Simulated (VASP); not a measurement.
Wanted: the native input for a VASP 6.6.1 run.

| Item | Value |
| --- | --- |
| Task | relaxation of cell and atoms |
| Functional | PBE |
| Potentials or basis | VASP PAW PBE potentials, release 64 (Si) |
| Cutoff | 600 eV |
| k mesh | 15 × 15 × 15 |
| Occupations | fermi-dirac, width 0.05 eV |
| Spin | no spin polarisation |
| Target pressure | 260 GPa |
| Dipole correction | no |
| Further INCAR settings | ALGO = Normal; EDIFF = 1e-07; IBRION = 2; EDIFFG = -0.005; NSW = 32; ISIF = 3 |

The structure of Si lies in POSCAR:

```
Si
1.0
    0.0000000000      2.1473242006      2.1473242006
    2.1473242006      0.0000000000      2.1473242006
    2.1473242006      2.1473242006      0.0000000000
Si
2
Direct
   -0.1250000000     -0.1250000000     -0.1250000000
    0.1250000000      0.1250000000      0.1250000000
```

The input as run:

INCAR

```
SYSTEM = Si
PREC = Accurate
ENCUT = 600
EDIFF = 1E-7
ISMEAR = -1
SIGMA = 0.05
LREAL = .FALSE.
LASPH = .TRUE.
NELM = 100
ALGO = Normal
ISIF = 3
LWAVE = .FALSE.
LCHARG = .FALSE.
GGA = PE
IBRION = 2
NSW = 32
EDIFFG = -0.005
PSTRESS = 2600.0
```

KPOINTS

```
regular mesh
0
G
  15 15 15
  0 0 0
```

Potentials or basis: VASP PAW PBE potentials, release 64 (Si).

Launch:

```sh
$ cat potpaw_PBE.64/Si/POTCAR > POTCAR
$ mpirun -np 1 vasp_std > vasp.out
```

It gave:

```json
{"Pressure after relaxing": "260.0 GPa", "Band gap on the k mesh": "zero (band 4 reaches 15.65 eV, above the bottom of band 5 at 14.05 eV)"}
```

Caveat: the relaxation stopped at its first step, so nothing moved; the cell is relaxed towards a set pressure, so the enthalpy falls and the energy may rise.

Wall time 8.5 s on 1 thread of Intel(R) Xeon(R) 6975P-C (Granite Rapids) (shared host), peak memory 0.14 GiB.
